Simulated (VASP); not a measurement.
Ni:

```xyz
2
Lattice="2.4480 0.0000 0.0000 -1.2240 2.1201 0.0000 0.0000 0.0000 4.0728" Properties=species:S:1:pos:R:3 pbc="T T T"
Ni    1.2240    0.7067    3.0546
Ni    0.0000    1.4134    1.0182
```

```yaml
Program: VASP 6.6.1
Task: relaxation of cell and atoms
Functional: LDA
Potentials_or_basis: VASP PAW LDA potentials, release 64 (Ni)
Cutoff: 600 eV
k_mesh: 12 × 12 × 7
Occupations: gaussian, width 0.01 eV
Spin: collinear spin, ferromagnetic start
Starting_moments: "[0.71, 0.71] μB"
```

At the start: pressure -11.2 GPa; volume 10.57 Å³/atom.

Q: How do energy, volume and symmetry change on relaxing?

A: Over 8 steps the energy falls by 20.4 meV/atom and the volume is 10.04 Å³/atom (-5.0 %); space group P6_3/mmc (No. 194, to 0.05 Å); moment 1.17 μB per cell.

Step by step:
| step | energy change (eV) | largest force (eV/Å) | pressure (GPa) | volume (Å³) |
| --- | --- | --- | --- | --- |
| 1 | 0.0000 | 0.0000 | -11.23 | 21.14 |
| 2 | 0.0153 | 0.0000 | 16.71 | 18.95 |
| 3 | -0.0400 | 0.0000 | 0.12 | 20.09 |
| 4 | -0.0400 | 0.0000 | 0.21 | 20.07 |
| 5 | -0.0408 | 0.0000 | 0.34 | 20.07 |
| 6 | -0.0409 | 0.0000 | 0.24 | 20.08 |
| 7 | -0.0409 | 0.0000 | 0.21 | 20.08 |
| 8 | -0.0409 | 0.0000 | 0.07 | 20.08 |

Final structure:
```
Ni
1.0
     2.41717    0.00000    0.00000
    -1.20859    2.09333    0.00000
     0.00000    0.00000    3.96780
Ni
2
Direct
  0.66667 0.33333 0.75000
  0.33333 0.66667 0.25000
```
